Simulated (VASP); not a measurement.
**Te2Mo: single point with PBEsol**

The system is Te2Mo, a slab with vacuum.

```
Te Mo
1.0
     3.43871    0.00000    0.00000
    -1.71935    2.97801    0.00000
     0.00000    0.00000   17.68423
Te Mo
2 1
Direct
  0.33333 0.66667 0.89685
  0.33333 0.66667 0.10315
  0.00000 0.00000 0.00000
```

This cell differs from its parent crystal: biaxial strain in the a-b plane: -1.5 %, then relaxed in part.

- Program: VASP 6.6.1
- Task: single point
- Functional: PBEsol
- Potentials or basis: VASP PAW PBE potentials, release 64 (Te, Mo_sv)
- Cutoff: 520 eV
- k mesh: 12 × 12 × 2
- Occupations: gaussian, width 0.02 eV
- Spin: no spin polarisation
- Dipole correction: no
- Further INCAR settings: ALGO = Normal; EDIFF = 1e-07; NBANDS = 20

```json
{
 "Largest force": "0.029 eV/Å",
 "Band gap on the k mesh": "1.25 eV, indirect (least direct gap 1.34 eV)"
}
```

Forces in eV/Å, atoms in the order of the input:
```
Te   0.000  0.000 -0.029
Te   0.000  0.000  0.029
Mo   0.000  0.000  0.000
```

Levels at points of the mesh, in eV from the valence-band top:
| k point | band 11 | band 12 | band 13 | band 14 | band 15 | band 16 |
| --- | --- | --- | --- | --- | --- | --- |
| (0.00, 0.00, 0.00) | -0.74 | -0.74 | -0.74 | 3.46 | 3.46 | 3.75 |
| (0.50, 0.00, 0.00) | -1.82 | -0.83 | -0.06 | 1.67 | 1.89 | 3.39 |
| (0.00, 0.00, 0.50) | -0.74 | -0.74 | -0.74 | 3.46 | 3.46 | 3.75 |
| (0.50, 0.00, 0.50) | -1.82 | -0.83 | -0.06 | 1.67 | 1.89 | 3.39 |

Run time: 4 min on 1 thread of Intel(R) Xeon(R) Platinum 8259CL CPU @ 2.50GHz (Skylake/Cascade Lake) (shared host), peak memory 0.39 GiB.

Caveat: the cell differs from its parent crystal (biaxial strain in the a-b plane: -1.5 %, then relaxed in part); the PAW data sets were made with another functional, which shifts forces and pressure a little; spin-orbit coupling is left out, which moves the levels of the heavy elements.
